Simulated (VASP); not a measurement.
The system is H4NF.

```
CELL_PARAMETERS angstrom
4.21447 2.43323 5.35433
-4.21447 2.43323 5.35433
0.00000 -4.86645 5.35433
ATOMIC_POSITIONS crystal
H 0.80608 0.80608 0.80608
H 0.30608 0.30608 0.30608
H 0.84585 0.62494 0.68211
H 0.62494 0.68211 0.84585
H 0.68211 0.84585 0.62494
H 0.34585 0.18211 0.12494
H 0.18211 0.12494 0.34585
H 0.12494 0.34585 0.18211
H 0.24073 0.65819 0.14749
H 0.65819 0.14749 0.24073
H 0.14749 0.24073 0.65819
H 0.74073 0.64749 0.15819
H 0.64749 0.15819 0.74073
H 0.15819 0.74073 0.64749
H 0.04252 0.60470 0.33980
H 0.60470 0.33980 0.04252
H 0.33980 0.04252 0.60470
H 0.54252 0.83980 0.10470
H 0.83980 0.10470 0.54252
H 0.10470 0.54252 0.83980
H 0.01029 0.78739 0.12102
H 0.78739 0.12102 0.01029
H 0.12102 0.01029 0.78739
H 0.51029 0.62102 0.28739
H 0.62102 0.28739 0.51029
H 0.28739 0.51029 0.62102
H 0.09794 0.82075 0.29995
H 0.82075 0.29995 0.09794
H 0.29995 0.09794 0.82075
H 0.59794 0.79995 0.32075
H 0.79995 0.32075 0.59794
H 0.32075 0.59794 0.79995
N 0.74179 0.74179 0.74179
N 0.24179 0.24179 0.24179
N 0.09744 0.71861 0.22601
N 0.71861 0.22601 0.09744
N 0.22601 0.09744 0.71861
N 0.59744 0.72601 0.21861
N 0.72601 0.21861 0.59744
N 0.21861 0.59744 0.72601
F 0.91831 0.91831 0.91831
F 0.41831 0.41831 0.41831
F 0.96813 0.44371 0.56736
F 0.44371 0.56736 0.96813
F 0.56736 0.96813 0.44371
F 0.46813 0.06736 0.94371
F 0.06736 0.94371 0.46813
F 0.94371 0.46813 0.06736
```

Base run:

* Program: VASP 6.6.1
* Functional: LDA
* Potentials or basis: VASP PAW LDA potentials, release 64 (H, N, F)
* Cutoff: 520 eV
* k mesh: 3 × 3 × 3
* Occupations: fermi-dirac, width 0.02 eV
* Spin: no spin polarisation

Its results: band gap on the k mesh 6.21 eV, indirect (least direct gap 6.25 eV); pressure 0.9 GPa; largest force 0.712 eV/Å.

Task: The run is repeated on the same cell with these changes: functional from LDA to r2SCAN; potentials or basis from VASP PAW LDA potentials, release 64 (H, N, F) to VASP PAW PBE potentials, release 64 (H, N, F). What comes out?

Result: Band gap on the k mesh 7.00 eV, indirect (least direct gap 7.04 eV); pressure 0.3 GPa; largest force 0.021 eV/Å.

Caveats: the PAW data sets were made with another functional, which shifts forces and pressure a little (some runs).

A k mesh can miss the band edges.
